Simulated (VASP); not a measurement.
# P in VASP: further runs

P is run at these levels: PBE+D3(BJ); tasks: single point.

Program: VASP 6.6.1. These are calculated values, not measurements. Logs are shortened: lines on timing, memory, paths and dates and some standing lists are left out, and cuts for length are marked.

## Step 1: The cell of the first run

The cell holds a slab with vacuum, 4 atoms: a = 3.254 Å, b = 3.254 Å, c = 19.990 Å, α = 90.00°, β = 90.00°, γ = 120.00°.

## Step 2: Single point, PBE+D3(BJ) (layers slid over each other)

INCAR reads:

```
SYSTEM = P
  ALGO = Normal
  DIPOL = 0.5 0.5 0.370
  EDIFF = 1E-7
  ENCUT = 520
  GGA = PE
  IDIPOL = 3
  ISIF = 2
  ISMEAR = 0
  IVDW = 12
  LASPH = .True.
  LCHARG = .False.
  LDIPOL = .True.
  LREAL = .False.
  LWAVE = .False.
  NBANDS = 18
  NELM = 60
  PREC = Accurate
  SIGMA = 0.05
```

KPOINTS reads:

```
k-points
0
Gamma
  9 9 1
  0 0 0
```

POSCAR reads:

```
P
1.0
    3.2540552129      0.0000000000      0.0000000000
   -1.6270276064      2.8180944797      0.0000000000
    0.0000000000      0.0000000000     19.9904919088
P
4
Direct
    0.3333333333      0.6666666667      0.2873989285
    0.6666666667      0.3333333333      0.2251070169
    0.0000000000      1.3333333333      0.5152695569
    0.3333333333      1.0000000000      0.4529776454
```

Potentials or basis: VASP PAW PBE potentials, release 64 (P).

Started as:

```console
$ cat potpaw_PBE.64/P/POTCAR > POTCAR
$ mpirun -np 1 vasp_std > vasp.out
```

OUTCAR:

```text
SYSTEM = P
   EDIFF = 1E-7
   ENCUT = 520
   GGA = PE
   ISIF = 2
   ISMEAR = 0
   IVDW = 12
   LASPH = .True.
   LREAL = .False.
   NELM = 60
   PREC = Accurate
 IVDW          = 12

 ion  position               nearest neighbor table
   1  0.333  0.667  0.287-   2 2.25   2 2.25   2 2.25
   2  0.667  0.333  0.225-   1 2.25   1 2.25   1 2.25
   3  0.000  0.333  0.515-   4 2.25   4 2.25   4 2.25
   4  0.333  0.000  0.453-   3 2.25   3 2.25   3 2.25

  LATTYP: Found a hexagonal cell.
 ALAT       =     3.2540552129
 C/A-ratio  =     6.1432552925

  Lattice vectors:

 A1 = (   3.2540552129,   0.0000000000,   0.0000000000)
 A2 = (  -1.6270276064,   2.8180944797,   0.0000000000)
 A3 = (   0.0000000000,   0.0000000000,  19.9904919088)

Analysis of symmetry for initial positions (statically):
=====================================================================
 Subroutine PRICEL returns:
 Original cell was already a primitive cell.

 Routine SETGRP: Setting up the symmetry group for a
 hexagonal supercell.

 Subroutine GETGRP returns: Found  2 space group operations
 (whereof  1 operations were pure point group operations)
 out of a pool of 24 trial point group operations.

The static configuration has the point symmetry C_1 .
 The point group associated with its full space group is S_2 .

Analysis of symmetry for dynamics (positions and initial velocities):
=====================================================================
 Subroutine PRICEL returns:
 Original cell was already a primitive cell.

 Routine SETGRP: Setting up the symmetry group for a
 hexagonal supercell.

 Subroutine GETGRP returns: Found  2 space group operations
 (whereof  1 operations were pure point group operations)
 out of a pool of 24 trial point group operations.

The dynamic configuration has the point symmetry C_1 .
 The point group associated with its full space group is S_2 .

 Subroutine INISYM returns: Found  2 space group operations
 (whereof  1 operations are pure point group operations),
 and found     1 'primitive' translations

----------------------------------------------------------------------------------------

                                     Primitive cell

  volume of cell :     183.3175

  direct lattice vectors                    reciprocal lattice vectors
     3.254055213  0.000000000  0.000000000     0.307308861  0.177424853  0.000000000
    -1.627027606  2.818094480  0.000000000     0.000000000  0.354849707  0.000000000
     0.000000000  0.000000000 19.990491909     0.000000000  0.000000000  0.050023782

  length of vectors
     3.254055213  3.254055213 19.990491909     0.354849707  0.354849707  0.050023782

  position of ions in fractional coordinates (direct lattice)
     0.333333333  0.666666667  0.287398928
     0.666666667  0.333333333  0.225107017
     0.000000000  0.333333333  0.515269557
     0.333333333  0.000000000  0.452977645

  ion indices of the primitive-cell ions
   primitive index   ion index
                 1           1
                 2           2
                 3           3
                 4           4

----------------------------------------------------------------------------------------

 KPOINTS: k-points

Automatic generation of k-mesh.
 Grid dimensions read from file:
 generate k-points for:    9    9    1

 Generating k-lattice:

  Cartesian coordinates                     Fractional coordinates (reciprocal lattice)
     0.034145429  0.019713873  0.000000000     0.111111111  0.000000000  0.000000000
     0.000000000  0.039427745  0.000000000     0.000000000  0.111111111  0.000000000
     0.000000000  0.000000000  0.050023782     0.000000000  0.000000000  1.000000000

  Length of vectors
     0.039427745  0.039427745  0.050023782

  Shift w.r.t. Gamma in fractional coordinates (k-lattice)
     0.000000000  0.000000000  0.000000000

 Subroutine IBZKPT returns following result:
 ===========================================

 Found     41 irreducible k-points:

 Following reciprocal coordinates:
            Coordinates               Weight
  0.000000  0.000000  0.000000      1.000000
  0.111111  0.000000  0.000000      2.000000
  0.000000  0.111111  0.000000      2.000000
 -0.111111  0.111111  0.000000      2.000000
  0.222222  0.000000  0.000000      2.000000
  0.000000  0.222222  0.000000      2.000000
[... 16 lines left out ...]
  0.333333  0.111111  0.000000      2.000000
 -0.111111  0.444444  0.000000      2.000000
 [... further k-points ...]
   k-points           NKPTS =     41   k-points in BZ     NKDIM =     41   number of bands    NBANDS=     18
   number of dos      NEDOS =    301   number of ions     NIONS =      4
   total plane-waves  NPLWV =  86400
   dimension x,y,z NGX =    24 NGY =   24 NGZ =  150
   dimension x,y,z NGXF=    48 NGYF=   48 NGZF=  300
   ions per type =               4
   NGX,Y,Z   is equivalent  to a cutoff of  12.26, 12.26, 12.47 a.u.
   NGXF,Y,Z  is equivalent  to a cutoff of  24.52, 24.52, 24.95 a.u.
 SYSTEM =  P
   PREC   = accura    normal or accurate (medium, high low for compatibility)
   ISTART =      0    job   : 0-new  1-cont  2-samecut
   ICHARG =      2    charge: 1-file 2-atom 10-const
   ISPIN  =      1    spin polarized calculation?
   LNONCOLLINEAR =      F non collinear calculations
   LSORBIT =      F    spin-orbit coupling
   LASPH  =      T    aspherical Exc in radial PAW
   ENCUT  =  520.0 eV  38.22 Ry    6.18 a.u.   6.05  6.05 37.17*2*pi/ulx,y,z
   NELM   =     60;   NELMIN=  2; NELMDL= -5     # of ELM steps
   EDIFF  = 0.1E-06   stopping-criterion for ELM
   LREAL  =      F    real-space projection
   EDIFFG = 0.1E-05   stopping-criterion for IOM
   NSW    =      0    number of steps for IOM
   IBRION =     -1    ionic relax: 0-MD 1-quasi-New 2-CG
   NFREE  =      0    steps in history (QN), initial steepest desc. (CG)
   ISIF   =      2    stress and relaxation
   ISYM   =      2    0-nonsym 1-usesym 2-fastsym
   POTIM  = 0.5000    time-step for ionic-motion
   TEBEG  =    0.0;   TEEND  =   0.0 temperature during run
   PSTRESS=    0.0 pullay stress
   NELECT =      20.0000    total number of electrons
   NUPDOWN=      -1.0000    fix difference up-down
   EMIN   =  10.00;   EMAX   =-10.00  energy-range for DOS
   EFERMI =   0.00;   METHOD = LEGACY
   ISMEAR =     0;   SIGMA  =   0.05  broadening in eV -4-tet -1-fermi 0-gaus
   EFERMI_NEDOS =   21; number of points for ismear=-14 and -15
   IALGO  =     38    algorithm
   IMIX   =      4    mixing-type and parameters
     AMIX     =   0.40;   BMIX     =  1.00
     AMIX_MAG =   1.60;   BMIX_MAG =  1.00
  volume/ion in A,a.u.               =      45.83       309.27
  Fermi-wavevector in a.u.,A,eV,Ry     =   0.782258  1.478254  8.325787  0.611928
  Thomas-Fermi vector in A             =   1.885945
   LORBIT       =      0    0 simple, 1 ext, 2 COOP (PROOUT), +10 PAW based schemes
   GGA     = PE    functional components
   LHFCALC =     F    Hartree Fock is set to
   AEXX    =    0.0000 exact exchange contribution
   IVDW    =    12    specifies the selected vdW correction
   LEPSILON=     F    determine dielectric tensor
   LRPA    =     F    only Hartree local field effects (RPA)
 non-spin polarized calculation
 Gauss-broadening in eV      SIGMA  =   0.05
  energy-cutoff  :      520.00
  volume of cell :      183.32
 maximum number of plane-waves:      4998
   NGX = 13   NGY = 13   NGZ = 75

 dipolmoment           0.000000      0.000000      0.000002 electrons x Angstroem

 number of electron      19.9999996 magnetization

 dipolmoment           0.000000      0.000000     -0.000000 electrons x Angstroem

 Free energy of the ion-electron system (eV)
  ---------------------------------------------------
  ext. energy  EPLUGINS =         0.00000000
  ---------------------------------------------------
  free energy    TOTEN  =       -21.36988805 eV

  energy without entropy =      -21.36988805  energy(sigma->0) =      -21.36988805

 E-fermi :  -0.6130     XC(G=0):  -4.7623

 val. band max:       -0.8262347577   @ k =   0.1111   0.1111   0.0000
 cond. band min:       0.2881836653   @ k =   0.3333   0.0000   0.0000
 fundamental gap:      1.1144184230
 Fermi energy:        -0.6129582139

 k-point     1 :       0.0000    0.0000    0.0000
  band No.  band energies     occupation
      1     -15.6930      2.00000
      2     -15.6147      2.00000
      3      -8.3538      2.00000
      4      -7.6191      2.00000
      5      -2.6271      2.00000
      6      -1.4754      2.00000
[... 10 lines left out ...]
     17       4.0308      0.00000
     18       4.3974      0.00000

 k-point     2 :       0.1111    0.0000    0.0000
  band No.  band energies     occupation
      1     -15.4905      2.00000
      2     -15.4123      2.00000
      3      -8.2061      2.00000
      4      -7.4891      2.00000
      5      -2.9274      2.00000
      6      -2.8617      2.00000
[... 10 lines left out ...]
     17       4.3037      0.00000
     18       4.6004      0.00000

 k-point     3 :       0.0000    0.1111    0.0000
  band No.  band energies     occupation
      1     -15.4903      2.00000
      2     -15.4124      2.00000
      3      -8.2038      2.00000
      4      -7.4913      2.00000
      5      -2.9238      2.00000
      6      -2.8742      2.00000
[... 10 lines left out ...]
     17       4.2982      0.00000
     18       4.6022      0.00000

 k-point     4 :      -0.1111    0.1111    0.0000
  band No.  band energies     occupation
      1     -15.4904      2.00000
      2     -15.4124      2.00000
      3      -8.2033      2.00000
      4      -7.4918      2.00000
      5      -2.9110      2.00000
      6      -2.8892      2.00000
[... 10 lines left out ...]
     17       4.2974      0.00000
     18       4.6023      0.00000

 k-point     5 :       0.2222    0.0000    0.0000
  band No.  band energies     occupation
      1     -14.8905      2.00000
      2     -14.8128      2.00000
      3      -7.9077      2.00000
      4      -7.3214      2.00000
      5      -5.0865      2.00000
      6      -4.9059      2.00000
[... 10 lines left out ...]
     17       4.9554      0.00000
     18       5.3580      0.00000

 k-point     6 :       0.0000    0.2222    0.0000
  band No.  band energies     occupation
      1     -14.8896      2.00000
      2     -14.8134      2.00000
      3      -7.8956      2.00000
      4      -7.3343      2.00000
      5      -5.0902      2.00000
      6      -4.9025      2.00000
[... 10 lines left out ...]
     17       4.9474      0.00000
     18       5.3927      0.00000

 k-point     7 :      -0.2222    0.2222    0.0000
  band No.  band energies     occupation
      1     -14.8901      2.00000
      2     -14.8132      2.00000
      3      -7.8880      2.00000
      4      -7.3428      2.00000
      5      -5.0724      2.00000
      6      -4.9208      2.00000
[... 10 lines left out ...]
     17       4.9436      0.00000
     18       5.4063      0.00000

 k-point     8 :       0.3333    0.0000    0.0000
  band No.  band energies     occupation
      1     -13.9279      2.00000
      2     -13.8511      2.00000
      3      -8.5486      2.00000
      4      -8.3782      2.00000
      5      -5.8861      2.00000
      6      -5.3277      2.00000
[... 10 lines left out ...]
     17       5.7170      0.00000
     18       6.0150      0.00000
[... 229 lines left out ...]
     17       5.5538      0.00000
     18       5.7922      0.00000

 k-point    20 :      -0.2222    0.3333    0.0000
  band No.  band energies     occupation
      1     -14.3021      2.00000
      2     -14.2272      2.00000
      3      -7.9709      2.00000
      4      -7.7340      2.00000
      5      -5.7212      2.00000
      6      -5.2812      2.00000
[... 10 lines left out ...]
     17       5.5545      0.00000
     18       5.8199      0.00000

 k-point    21 :       0.1111    0.2222    0.0000
  band No.  band energies     occupation
      1     -14.3019      2.00000
      2     -14.2270      2.00000
      3      -8.0058      2.00000
      4      -7.7001      2.00000
      5      -5.7202      2.00000
      6      -5.2798      2.00000
[... 10 lines left out ...]
     17       5.5645      0.00000
     18       5.7058      0.00000

 k-point    22 :       0.3333   -0.1111    0.0000
  band No.  band energies     occupation
      1     -14.3033      2.00000
      2     -14.2262      2.00000
      3      -8.0074      2.00000
      4      -7.6976      2.00000
      5      -5.7137      2.00000
      6      -5.2881      2.00000
[... 10 lines left out ...]
     17       5.5839      0.00000
     18       5.7187      0.00000

 k-point    23 :       0.3333    0.1111    0.0000
  band No.  band energies     occupation
      1     -13.2029      2.00000
      2     -13.1281      2.00000
      3      -9.3543      2.00000
      4      -9.2552      2.00000
      5      -5.4916      2.00000
      6      -5.0366      2.00000
[... 10 lines left out ...]
     17       5.5077      0.00000
     18       6.2742      0.00000

 k-point    24 :      -0.1111    0.4444    0.0000
  band No.  band energies     occupation
      1     -13.1972      2.00000
      2     -13.1329      2.00000
      3      -9.3593      2.00000
      4      -9.2497      2.00000
      5      -5.4643      2.00000
      6      -5.0548      2.00000
[... 10 lines left out ...]
     17       5.4711      0.00000
     18       6.2904      0.00000

 [... further k-points ...]

------------------------ aborting loop because EDIFF is reached ----------------------------------------

 vacuum level on the upper side and lower side of the slab       (xc-potential included)        -0.114        -0.113

 Edisp (eV)   -1.06752

 E8    (eV) :    -0.4172

  FORCE on cell =-STRESS in cart. coord.  units (eV):
  Direction    XX          YY          ZZ          XY          YZ          ZX
  --------------------------------------------------------------------------------------
  -------------------------------------------------------------------------------------
  Total      -0.12272    -0.19641     0.03203    -0.11964     0.35927    -0.10619
  in kB      -1.07254    -1.71661     0.27995    -1.04565     3.14000    -0.92811
  external pressure =       -0.84 kB  Pullay stress =        0.00 kB

 VOLUME and BASIS-vectors are now :
 -----------------------------------------------------------------------------
  energy-cutoff  :      520.00
  volume of cell :      183.32
      direct lattice vectors                 reciprocal lattice vectors
     3.254055213  0.000000000  0.000000000     0.307308861  0.177424853  0.000000000
    -1.627027606  2.818094480  0.000000000     0.000000000  0.354849707  0.000000000
     0.000000000  0.000000000 19.990491909     0.000000000  0.000000000  0.050023782

 POSITION                                       TOTAL-FORCE (eV/Angst)
 -----------------------------------------------------------------------------------
     -0.00000      1.87873      5.74525         0.019851     -0.054799     -0.168725
      1.62703      0.93936      4.50000         0.006944     -0.030640      0.086554
     -0.54234      0.93936     10.30049        -0.006944      0.030640     -0.086554
      1.08469      0.00000      9.05525        -0.019851      0.054799      0.168725
 -----------------------------------------------------------------------------------
    total drift:                                0.000000     -0.000000     -0.000005

  FREE ENERGIE OF THE ION-ELECTRON SYSTEM (eV)
  ---------------------------------------------------
  free  energy   TOTEN  =       -22.4374050263 eV

  energy  without entropy=      -22.4374050263  energy(sigma->0) =      -22.43740503

 vacuum level on the upper side and lower side of the slab         4.650         4.650
```

Run time: 79 s. Hardware: 1 thread of Intel Xeon 6975P-C (Granite Rapids), shared host; peak memory 0.31 GiB.

Results:

| Quantity | Value |
| --- | --- |
| Free energy | -22.4374 eV |
| Largest force | 0.179 eV/Å |
| Band gap on the k mesh | 1.11 eV (least direct gap 1.62 eV) |
| Dispersion energy per atom | -0.267 eV |

Forces on the atoms (eV/Å):
```
P    0.020 -0.055 -0.169
P    0.007 -0.031  0.087
P   -0.007  0.031 -0.087
P   -0.020  0.055  0.169
```

Levels at points of the mesh, in eV from the valence-band top:
```csv
k point,band 7,band 8,band 9,band 10,band 11,band 12,band 13,band 14
"(0.00, 0.00, 0.00)",-0.65,-0.63,-0.63,-0.19,3.35,3.36,3.41,3.41
```

Caveat: the cell differs from its parent crystal (layers slid over each other).

## Step 3: Single point, PBE+D3(BJ) (layers slid over each other)

INCAR reads:

```
SYSTEM = P
PREC = Accurate ; ENCUT = 520
EDIFF = 1E-6 ; ISMEAR = 0
SIGMA = 0.05 ; LREAL = .False.
LASPH = .True. ; NELM = 80
ALGO = Normal ; ISIF = 2
LWAVE = .False. ; LCHARG = .False.
LDIPOL = .True. ; IDIPOL = 3
DIPOL = 0.5 0.5 0.370 ; GGA = PE
IVDW = 12 ; NBANDS = 18
```

KPOINTS reads:

```
regular mesh
0
Gamma
  9 9 1
  0 0 0
```

Changes to POSCAR since step 2:

```diff
@@ -10,3 +10,3 @@
     0.6666666667      0.3333333333      0.2251070169
-    0.0000000000      1.3333333333      0.5152695569
-    0.3333333333      1.0000000000      0.4529776454
+    0.0000000000      1.1666666667      0.5152695569
+    0.3333333333      0.8333333333      0.4529776454
```

Potentials or basis: VASP PAW PBE potentials, release 64 (P).

Started as:

```console
$ cat potpaw_PBE.64/P/POTCAR > POTCAR
$ mpirun -np 1 vasp_std > vasp.out
```

Wall time 62 s (1 thread of Intel Xeon 6975P-C (Granite Rapids), shared host); peak memory 0.31 GiB.

Results (log left out):

| Property | Result |
| --- | --- |
| Free energy | -22.3829 eV |
| Largest force | 0.289 eV/Å |
| Band gap on the k mesh | 1.06 eV (least direct gap 1.53 eV) |
| Dispersion energy per atom | -0.267 eV |

Forces on the atoms (eV/Å):
```
P    0.028 -0.056 -0.282
P    0.013 -0.029  0.047
P   -0.013  0.029 -0.047
P   -0.028  0.056  0.282
```

Levels at points of the mesh, in eV from the valence-band top:
```csv
k point,band 8,band 9,band 10,band 11,band 12,band 13
"(0.00, 0.00, 0.00)",-0.69,-0.68,-0.21,3.27,3.31,3.32
```

Caveat: the cell differs from its parent crystal (layers slid over each other).

(Continued in part 2 of 2.)
